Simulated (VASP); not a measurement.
Wanted: the native input for a VASP 6.6.1 run.

| Quantity | Value |
| --- | --- |
| Task | single point |
| Functional | PBE |
| Potentials or basis | VASP PAW PBE potentials, release 64 (Tl_d, Br) |
| Cutoff | 500 eV |
| k mesh | 4 × 4 × 4 |
| Occupations | gaussian, width 0.01 eV |
| Spin | no spin polarisation |
| Dipole correction | no |
| Further INCAR settings | ALGO = Normal; EDIFF = 1e-06; NBANDS = 17 |

The structure of TlBr lies in POSCAR:

```
TlBr
1.0
    3.5752041413      0.0000000000      0.0000000000
    0.0000000000      3.5752041413      0.0000000000
    0.0000000000      0.0000000000      3.5752041413
Tl Br
1 1
Direct
    0.0000000000      0.0000000000      0.0000000000
    0.5000000000      0.5000000000      0.5000000000
```

These files were run (other wordings do the same):

INCAR

```
  PREC = Accurate
  ENCUT = 500
  EDIFF = 1E-6
  ISMEAR = 0
  SIGMA = 0.01
  LREAL = False
  LASPH = True
  NELM = 120
  ALGO = Normal
  ISIF = 2
  LWAVE = False
  LCHARG = False
  GGA = PE
  NBANDS = 17
  GGA_COMPAT = False
```

KPOINTS

```
regular mesh
0
Gamma
  4 4 4
```

Potentials or basis: VASP PAW PBE potentials, release 64 (Tl_d, Br).

Run with:

```bash
$ cat potpaw_PBE.64/Tl_d/POTCAR potpaw_PBE.64/Br/POTCAR > POTCAR
$ mpirun -np 1 vasp_std > vasp.out
```

Results of the run:

- Pressure: 20.0 GPa
- Band gap on the k mesh: 0.24 eV (least direct gap 0.76 eV)

Caveat: the k points lie up to 0.44 Å⁻¹ apart; spin-orbit coupling is left out, which moves the levels of the heavy elements.

It took 5.4 s on 1 thread of Intel(R) Xeon(R) Platinum 8488C (Sapphire Rapids), with other jobs on the host, peak memory 0.15 GiB.
